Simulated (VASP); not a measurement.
Input of a VASP 6.6.1 run:

The input POSCAR:

```
InP
1.0
    0.0000000000      2.2512957794      2.2512957794
    2.2512957794      0.0000000000      2.2512957794
    2.2512957794      2.2512957794      0.0000000000
In P
1 1
Direct
    0.0000000000      0.0000000000      0.0000000000
    0.5000000000      0.5000000000      0.5000000000
```

INCAR.step1

```
ALGO     = Normal         # electronic algorithm
EDIFF    = 1E-4           # SCF threshold, eV
ENCUT    = 520            # plane-wave cutoff, eV
GGA      = PE             # functional
ISMEAR   = -1             # smearing method
LASPH    = T              # aspherical terms in the spheres
LCHARG   = F              # write CHGCAR
LREAL    = F              # projectors in reciprocal space
LWAVE    = T              # write WAVECAR
NBANDS   = 16             # bands
NELM     = 60             # most SCF steps
PREC     = Accurate       # precision mode
SIGMA    = 0.05           # smearing width, eV
```

File INCAR.step2:

```
ALGO     = Normal         # electronic algorithm
EDIFF    = 1E-7           # SCF threshold, eV
ENCUT    = 520            # plane-wave cutoff, eV
ISIF     = 2              # what is computed and relaxed
ISMEAR   = -1             # smearing method
ISTART   = 1            
LASPH    = T              # aspherical terms in the spheres
LCHARG   = F              # write CHGCAR
LMIXTAU  = T            
LREAL    = F              # projectors in reciprocal space
LWAVE    = F              # write WAVECAR
METAGGA  = R2SCAN         # meta-GGA
NBANDS   = 16             # bands
NELM     = 60             # most SCF steps
PREC     = Accurate       # precision mode
SIGMA    = 0.05           # smearing width, eV
```

Contents of KPOINTS:

```
k-points
0
Gamma
  14 14 14
```

Potentials or basis: VASP PAW PBE potentials, release 64 (In_d, P).

Command:

```bash
$ cat potpaw_PBE.64/In_d/POTCAR potpaw_PBE.64/P/POTCAR > POTCAR
$ cp INCAR.step1 INCAR
$ mpirun -np 1 vasp_std > vasp.out
$ cp INCAR.step2 INCAR
$ mpirun -np 1 vasp_std > vasp.out
```

Q: Estimate the band gap on the k mesh.

A: Zero (bands 9 and 10 overlap by 1.98 eV).

Q: Estimate the pressure.

A: 194.4 GPa.

Caveat: the cell stands under pressure; the PAW data sets were made with another functional, which shifts forces and pressure a little; spin-orbit coupling is left out, which moves the levels of the heavy elements.
